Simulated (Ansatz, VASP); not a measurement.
**Two plane-wave programs on Mg**

```
Mg
1.0
     3.31989    0.00000    0.00000
    -1.65995    2.87511    0.00000
     0.00000    0.00000   10.79852
Mg
4
Direct
  0.00000 0.00000 0.00000
  0.00000 0.00000 0.50000
  0.33333 0.66667 0.25000
  0.66667 0.33333 0.75000
```

Alike in both runs: task single point; functional PBE; k mesh 13 × 13 × 4; occupations fermi-dirac, width 0.1 eV; no spin polarisation.

```csv
,VASP,Ansatz
version,VASP 6.6.1,Ansatz 0.2.0
potentials or method,"VASP PAW PBE potentials, release 64 (Mg), cutoff 520 eV","plane waves (420 eV) with PAW, scalar-relativistic"
valence electrons in the cell,8,40
```

```tsv
	VASP	Ansatz	Ansatz less VASP
pressure (GPa)	-3.2	-3.1	+0.11
traceless stress, the component that is largest in VASP (GPa)	0.06	0.06	-0.001
```

VASP's potentials hold 8 valence electrons a cell and Ansatz's 40, so a difference there can come from the potentials and not from the codes.
